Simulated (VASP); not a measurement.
AlBN:

```xyz
3
Lattice="2.8010 0.0000 0.0000 0.0000 2.8010 0.0000 0.0000 0.0000 4.3373" Properties=species:S:1:pos:R:3 pbc="T T T"
Al    0.0000    0.0000    0.0000
B     1.4005    1.4005    0.0000
N     1.4005    1.4005    2.1686
```

| Property | Result |
| --- | --- |
| Program | VASP 6.6.1 |
| Task | relaxation of cell and atoms |
| Functional | PBE |
| Potentials or basis | VASP PAW PBE potentials, release 64 (Al, B, N) |
| Cutoff | 600 eV |
| k mesh | 6 × 6 × 4 |
| Occupations | gaussian, width 0.1 eV |
| Spin | no spin polarisation |

At the start: pressure 8.5 GPa; volume 11.34 Å³/atom.

**Question.** Where does the relaxation end?

**Answer.** Over 12 steps the energy falls by 1667.7 meV/atom and the volume is 13.25 Å³/atom (+16.8 %); space group P4/mmm (No. 123, to 0.05 Å).

Step by step:
```tsv
step	energy change (eV)	largest force (eV/Å)	pressure (GPa)	volume (Å³)
1	0.0000	0.0000	8.45	34.03
2	-2.2685	0.0000	-17.79	36.28
3	-3.0520	0.0000	-19.00	36.84
4	-4.7416	0.0000	-0.34	36.38
5	75.1582	0.0000	703.90	27.73
6	-4.8127	0.0000	1.68	36.30
7	-4.8465	0.0000	15.31	35.87
8	-4.8994	0.0000	10.36	36.02
9	-4.8654	0.0000	-10.57	42.09
10	-4.9787	0.0000	-0.43	38.67
11	-4.9909	0.0000	0.70	40.49
12	-5.0030	0.0000	0.10	39.75
```

Final structure:
```cif
data_structure
_symmetry_space_group_name_H-M 'P 1'
_symmetry_Int_Tables_number 1
_cell_length_a 3.8479
_cell_length_b 3.8479
_cell_length_c 2.6844
_cell_angle_alpha 90.000
_cell_angle_beta 90.000
_cell_angle_gamma 90.000
_cell_volume 39.75
loop_
_atom_site_label
_atom_site_type_symbol
_atom_site_fract_x
_atom_site_fract_y
_atom_site_fract_z
_atom_site_occupancy
Al1 Al 0.00000 0.00000 0.00000 1
B1 B 0.50000 0.50000 0.00000 1
N1 N 0.50000 0.50000 0.50000 1
```

Caveat: the k points lie up to 0.59 Å⁻¹ apart in the final cell; the volume moved by over 15 % at a fixed basis, so the end points are rough.
